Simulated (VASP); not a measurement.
# Rh (Im-3m) in VASP: further runs

Rh is run at these levels: PBEsol; tasks: single point, relaxation of cell and atoms.

Everything below comes from runs of VASP 6.6.1. Logs are shortened: lines on timing, memory, paths and dates and some standing lists are left out, and cuts for length are marked.

## Step 1: The cell of the first run

It takes space group Im-3m (No. 229, cubic). Conventional cell: a = 3.028 Å, b = 3.028 Å, c = 3.028 Å, α = 90.00°, β = 90.00°, γ = 90.00°. Within 3.5 Å of Rh (site symmetry m-3m) lie 14 Rh at 2.62 to 3.03 Å.

## Step 2: Single point, PBEsol

Contents of INCAR:

```
SYSTEM = Rh
PREC = Accurate ; ENCUT = 520
EDIFF = 1E-7 ; ISMEAR = 0
SIGMA = 0.05 ; LREAL = .FALSE.
LASPH = .TRUE. ; NELM = 60
ALGO = Normal ; ISIF = 2
LWAVE = .FALSE. ; LCHARG = .FALSE.
GGA = PS ; NBANDS = 14
```

Contents of KPOINTS:

```
Automatic mesh
0
G
  20 20 20
  0 0 0
```

Contents of POSCAR:

```
Rh
1.0
    1.5139265295      1.5139265295      1.5139265295
   -1.5139265295      1.5139265295      1.5139265295
   -1.5139265295     -1.5139265295      1.5139265295
Rh
1
Direct
    0.0000000000      0.0000000000      0.0000000000
```

Potentials or basis: VASP PAW PBE potentials, release 64 (Rh_pv).

Launch:

```bash
cat potpaw_PBE.64/Rh_pv/POTCAR > POTCAR
mpirun -np 1 vasp_std > vasp.out
```

OUTCAR:

```text
SYSTEM = Rh
   PREC = Accurate
   ENCUT = 520
   EDIFF = 1E-7
   ISMEAR = 0
   LREAL = .FALSE.
   LASPH = .TRUE.
   NELM = 60
   ISIF = 2
   GGA = PS

 ion  position               nearest neighbor table
   1  0.000  0.000  0.000-

  LATTYP: Found a body centered cubic cell.
 ALAT       =     3.0278530590

  Lattice vectors:

 A1 = (   1.5139265295,  -1.5139265295,  -1.5139265295)
 A2 = (   1.5139265295,   1.5139265295,   1.5139265295)
 A3 = (  -1.5139265295,  -1.5139265295,   1.5139265295)

Analysis of symmetry for initial positions (statically):
=====================================================================
 Subroutine PRICEL returns:
 Original cell was already a primitive cell.

 Routine SETGRP: Setting up the symmetry group for a
 body centered cubic supercell.

 Subroutine GETGRP returns: Found 48 space group operations
 (whereof 48 operations were pure point group operations)
 out of a pool of 48 trial point group operations.

The static configuration has the point symmetry O_h .

Analysis of symmetry for dynamics (positions and initial velocities):
=====================================================================
 Subroutine PRICEL returns:
 Original cell was already a primitive cell.

 Routine SETGRP: Setting up the symmetry group for a
 body centered cubic supercell.

 Subroutine GETGRP returns: Found 48 space group operations
 (whereof 48 operations were pure point group operations)
 out of a pool of 48 trial point group operations.

The dynamic configuration has the point symmetry O_h .

 Subroutine INISYM returns: Found 48 space group operations
 (whereof 48 operations are pure point group operations),
 and found     1 'primitive' translations

----------------------------------------------------------------------------------------

                                     Primitive cell

  volume of cell :      13.8795

  direct lattice vectors                    reciprocal lattice vectors
     1.513926529  1.513926529  1.513926529     0.330267018  0.000000000  0.330267018
    -1.513926529  1.513926529  1.513926529    -0.330267018  0.330267018  0.000000000
    -1.513926529 -1.513926529  1.513926529     0.000000000 -0.330267018  0.330267018

  length of vectors
     2.622197668  2.622197668  2.622197668     0.467068096  0.467068096  0.467068096

  position of ions in fractional coordinates (direct lattice)
     0.000000000  0.000000000  0.000000000

  ion indices of the primitive-cell ions
   primitive index   ion index
                 1           1

----------------------------------------------------------------------------------------

 KPOINTS: Automatic mesh

Automatic generation of k-mesh.
 Grid dimensions read from file:
 generate k-points for:   20   20   20

 Generating k-lattice:

  Cartesian coordinates                     Fractional coordinates (reciprocal lattice)
     0.016513351  0.000000000  0.016513351     0.050000000  0.000000000  0.000000000
    -0.016513351  0.016513351  0.000000000     0.000000000  0.050000000  0.000000000
     0.000000000 -0.016513351  0.016513351     0.000000000  0.000000000  0.050000000

  Length of vectors
     0.023353405  0.023353405  0.023353405

  Shift w.r.t. Gamma in fractional coordinates (k-lattice)
     0.000000000  0.000000000  0.000000000

 Subroutine IBZKPT returns following result:
 ===========================================

 Found    256 irreducible k-points:

 Following reciprocal coordinates:
            Coordinates               Weight
  0.000000  0.000000  0.000000      1.000000
  0.050000  0.000000  0.000000     12.000000
  0.100000  0.000000  0.000000     12.000000
  0.150000  0.000000  0.000000     12.000000
  0.200000  0.000000  0.000000     12.000000
  0.250000  0.000000  0.000000     12.000000
[... 16 lines left out ...]
  0.300000  0.100000 -0.000000     48.000000
  0.350000  0.100000  0.000000     48.000000
 [... further k-points ...]
   k-points           NKPTS =    256   k-points in BZ     NKDIM =    256   number of bands    NBANDS=     14
   number of dos      NEDOS =    301   number of ions     NIONS =      1
   total plane-waves  NPLWV =   8000
   dimension x,y,z NGX =    20 NGY =   20 NGZ =   20
   dimension x,y,z NGXF=    40 NGYF=   40 NGZF=   40
   ions per type =               1
   NGX,Y,Z   is equivalent  to a cutoff of  12.68, 12.68, 12.68 a.u.
   NGXF,Y,Z  is equivalent  to a cutoff of  25.36, 25.36, 25.36 a.u.
 SYSTEM =  Rh
   PREC   = accura    normal or accurate (medium, high low for compatibility)
   ISTART =      0    job   : 0-new  1-cont  2-samecut
   ICHARG =      2    charge: 1-file 2-atom 10-const
   ISPIN  =      1    spin polarized calculation?
   LNONCOLLINEAR =      F non collinear calculations
   LSORBIT =      F    spin-orbit coupling
   LASPH  =      T    aspherical Exc in radial PAW
   ENCUT  =  520.0 eV  38.22 Ry    6.18 a.u.   4.88  4.88  4.88*2*pi/ulx,y,z
   NELM   =     60;   NELMIN=  2; NELMDL= -5     # of ELM steps
   EDIFF  = 0.1E-06   stopping-criterion for ELM
   LREAL  =      F    real-space projection
   EDIFFG = 0.1E-05   stopping-criterion for IOM
   NSW    =      0    number of steps for IOM
   IBRION =     -1    ionic relax: 0-MD 1-quasi-New 2-CG
   NFREE  =      0    steps in history (QN), initial steepest desc. (CG)
   ISIF   =      2    stress and relaxation
   ISYM   =      2    0-nonsym 1-usesym 2-fastsym
   POTIM  = 0.5000    time-step for ionic-motion
   TEBEG  =    0.0;   TEEND  =   0.0 temperature during run
   PSTRESS=    0.0 pullay stress
   NELECT =      15.0000    total number of electrons
   NUPDOWN=      -1.0000    fix difference up-down
   EMIN   =  10.00;   EMAX   =-10.00  energy-range for DOS
   EFERMI =   0.00;   METHOD = LEGACY
   ISMEAR =     0;   SIGMA  =   0.05  broadening in eV -4-tet -1-fermi 0-gaus
   EFERMI_NEDOS =   21; number of points for ismear=-14 and -15
   IALGO  =     38    algorithm
   IMIX   =      4    mixing-type and parameters
     AMIX     =   0.40;   BMIX     =  1.00
     AMIX_MAG =   1.60;   BMIX_MAG =  1.00
  volume/ion in A,a.u.               =      13.88        93.66
  Fermi-wavevector in a.u.,A,eV,Ry     =   1.680017  3.174773 38.401880  2.822459
  Thomas-Fermi vector in A             =   2.763827
   LORBIT       =      0    0 simple, 1 ext, 2 COOP (PROOUT), +10 PAW based schemes
   GGA     = PS    functional components
   LHFCALC =     F    Hartree Fock is set to
   AEXX    =    0.0000 exact exchange contribution
   IVDW    =     0    specifies the selected vdW correction
   LEPSILON=     F    determine dielectric tensor
   LRPA    =     F    only Hartree local field effects (RPA)
 non-spin polarized calculation
 Gauss-broadening in eV      SIGMA  =   0.05
  energy-cutoff  :      520.00
  volume of cell :       13.88
 maximum number of plane-waves:       386
   NGX =  9   NGY =  9   NGZ =  9

 number of electron      14.9999993 magnetization

 Free energy of the ion-electron system (eV)
  ---------------------------------------------------
  ext. energy  EPLUGINS =         0.00000000
  ---------------------------------------------------
  free energy    TOTEN  =        -7.75194206 eV

  energy without entropy =       -7.74805933  energy(sigma->0) =       -7.75000069

 E-fermi :  11.3972     XC(G=0): -14.1397

 val. band max:       11.3932598140   @ k =   0.2500  -0.2500   0.2500
 cond. band min:      11.3992113383   @ k =   0.2500  -0.3500   0.0500
 fundamental gap:      0.0059515242
 Fermi energy:        11.3972408454

 k-point     1 :       0.0000    0.0000    0.0000
  band No.  band energies     occupation
      1     -34.5759      2.00000
      2     -34.5759      2.00000
      3     -34.5759      2.00000
      4       3.6036      2.00000
      5       8.4598      2.00000
      6       8.4598      2.00000
      7       8.4598      2.00000
      8      10.9624      2.00000
      9      10.9624      2.00000
     10      29.8385      0.00000
     11      29.8385      0.00000
     12      29.8385      0.00000
     13      32.2859      0.00000
     14      39.9894      0.00000

 k-point     2 :       0.0500    0.0000    0.0000
  band No.  band energies     occupation
      1     -34.5944      2.00000
      2     -34.5820      2.00000
      3     -34.5759      2.00000
      4       3.7100      2.00000
      5       8.4161      2.00000
      6       8.4592      2.00000
      7       8.5450      2.00000
      8      10.9061      2.00000
      9      10.9653      2.00000
     10      29.8846      0.00000
     11      29.8960      0.00000
     12      29.9917      0.00000
     13      32.2855      0.00000
     14      39.0193      0.00000

 k-point     3 :       0.1000    0.0000    0.0000
  band No.  band energies     occupation
      1     -34.6480      2.00000
      2     -34.5996      2.00000
      3     -34.5759      2.00000
      4       4.0186      2.00000
      5       8.2913      2.00000
      6       8.4528      2.00000
      7       8.7969      2.00000
      8      10.7660      2.00000
      9      10.9750      2.00000
     10      29.9682      0.00000
     11      29.9778      0.00000
     12      30.4412      0.00000
     13      32.2849      0.00000
     14      37.6092      0.00000
[... 324 lines left out ...]
 k-point    23 :       0.3000    0.1000   -0.0000
  band No.  band energies     occupation
      1     -34.9693      2.00000
      2     -34.6998      2.00000
      3     -34.6005      2.00000
      4       5.7918      2.00000
      5       7.6842      2.00000
      6       8.2547      2.00000
      7      10.3863      2.00000
      8      10.8645      2.00000
      9      11.2531      1.99995
     10      27.8249      0.00000
     11      28.6817      0.00000
     12      32.2735      0.00000
     13      32.5223      0.00000
     14      33.7597      0.00000

 k-point    24 :       0.3500    0.1000    0.0000
  band No.  band energies     occupation
      1     -35.0674      2.00000
      2     -34.7430      2.00000
      3     -34.6017      2.00000
      4       6.0163      2.00000
      5       7.4575      2.00000
      6       8.6723      2.00000
      7      10.4816      2.00000
      8      11.2523      1.99996
      9      11.7927      0.00000
     10      26.1248      0.00000
     11      27.8685      0.00000
     12      32.0107      0.00000
     13      32.3191      0.00000
     14      33.8943      0.00000

 [... further k-points ...]

------------------------ aborting loop because EDIFF is reached ----------------------------------------

  FORCE on cell =-STRESS in cart. coord.  units (eV):
  Direction    XX          YY          ZZ          XY          YZ          ZX
  --------------------------------------------------------------------------------------
  -------------------------------------------------------------------------------------
  Total        0.0006700      0.0006700      0.0006700      0.0000000      0.0000000      0.0000000
  in kB        0.0773399      0.0773399      0.0773399      0.0000000      0.0000000      0.0000000
  external PRESSURE =       0.0773399 kB  Pullay stress =       0.0000000 kB

 VOLUME and BASIS-vectors are now :
 -----------------------------------------------------------------------------
  energy-cutoff  :      520.00
  volume of cell :       13.88
      direct lattice vectors                 reciprocal lattice vectors
     1.513926529  1.513926529  1.513926529     0.330267018  0.000000000  0.330267018
    -1.513926529  1.513926529  1.513926529    -0.330267018  0.330267018  0.000000000
    -1.513926529 -1.513926529  1.513926529     0.000000000 -0.330267018  0.330267018

 POSITION                                       TOTAL-FORCE (eV/Angst)
 -----------------------------------------------------------------------------------
      0.00000      0.00000      0.00000         0.000000      0.000000      0.000000
 -----------------------------------------------------------------------------------
    total drift:                               -0.000000      0.000000      0.000000

  FREE ENERGIE OF THE ION-ELECTRON SYSTEM (eV)
  ---------------------------------------------------
  free  energy   TOTEN  =        -7.7519420556 eV

  energy  without entropy=       -7.7480593272  energy(sigma->0) =       -7.75000069
```

It took 23 s on 1 thread of Intel Xeon Platinum 8559C (Emerald Rapids), shared host; peak memory 0.15 GiB.

Results:

```
Free energy : -7.7519 eV
Pressure    : 0.0 GPa
```

Caveat: the PAW data sets were made with another functional, which shifts forces and pressure a little.

## Step 3: Relaxation of cell and atoms, PBEsol

This run uses another cell than the first one, of 13.64 Å³/atom, 0.982 times its volume.

Contents of INCAR:

```
SYSTEM = Rh
ALGO = Normal
EDIFF = 1E-6
EDIFFG = -0.03
ENCUT = 600
GGA = PS
IBRION = 2
ISIF = 3
ISMEAR = 0
LASPH = .TRUE.
LCHARG = .FALSE.
LREAL = .FALSE.
LWAVE = .FALSE.
NELM = 80
NSW = 60
PREC = Accurate
SIGMA = 0.05
```

Contents of KPOINTS:

```
k-points
0
G
  20 20 20
  0 0 0
```

Contents of POSCAR:

```
Rh
1.0
    1.5050000000      1.5050000000      1.5050000000
   -1.5050000000      1.5050000000      1.5050000000
   -1.5050000000     -1.5050000000      1.5050000000
Rh
1
Direct
    0.0000000000      0.0000000000      0.0000000000
```

Potentials or basis: VASP PAW PBE potentials, release 64 (Rh_pv).

Launch:

```bash
cat potpaw_PBE.64/Rh_pv/POTCAR > POTCAR
mpirun -np 1 vasp_std > vasp.out
```

Run time: 42 s. Hardware: 1 thread of Intel Xeon Platinum 8559C (Emerald Rapids), shared host; peak memory 0.18 GiB.

Results (log left out):

* Free energy: -7.7517 eV
* Relaxed volume: 13.88 Å³/atom
* Relaxed cell: a = 2.622 Å, b = 2.622 Å, c = 2.622 Å, α = 70.53°, β = 109.47°, γ = 70.53°
* Space group after relaxing (to 0.05 Å): Im-3m (No. 229)
* Energy gained by relaxing: 3.6 meV/atom
* Ionic steps: 3
* Pressure after relaxing: 0.0 GPa

The path:
| step | energy change (eV) | largest force (eV/Å) | pressure (GPa) | volume (Å³) |
| --- | --- | --- | --- | --- |
| 1 | 0.0000 | 0.0000 | 4.90 | 13.64 |
| 2 | 0.0166 | 0.0000 | -10.31 | 14.47 |
| 3 | -0.0036 | 0.0000 | -0.04 | 13.88 |

Final structure:
```cif
data_structure
_symmetry_space_group_name_H-M 'P 1'
_symmetry_Int_Tables_number 1
_cell_length_a 2.6221
_cell_length_b 2.6221
_cell_length_c 2.6221
_cell_angle_alpha 70.529
_cell_angle_beta 109.471
_cell_angle_gamma 70.529
_cell_volume 13.88
loop_
_atom_site_label
_atom_site_type_symbol
_atom_site_fract_x
_atom_site_fract_y
_atom_site_fract_z
_atom_site_occupancy
Rh1 Rh 0.00000 0.00000 0.00000 1
```

Levels at points of the mesh, in eV from the Fermi level:
| k point | band 4 | band 5 | band 6 | band 7 | band 8 | band 9 | band 10 | band 11 |
| --- | --- | --- | --- | --- | --- | --- | --- | --- |
| (0.00, 0.00, 0.00) | -7.79 | -2.94 | -2.94 | -2.94 | -0.43 | -0.43 | 18.44 | 18.44 |
| (0.50, 0.00, 0.00) | -5.91 | -4.48 | -0.50 | -0.08 | 1.26 | 1.65 | 9.42 | 14.58 |
| (0.50, 0.50, 0.50) | -5.90 | -5.90 | 1.13 | 1.13 | 1.13 | 9.45 | 9.45 | 9.45 |

Caveat: the PAW data sets were made with another functional, which shifts forces and pressure a little.
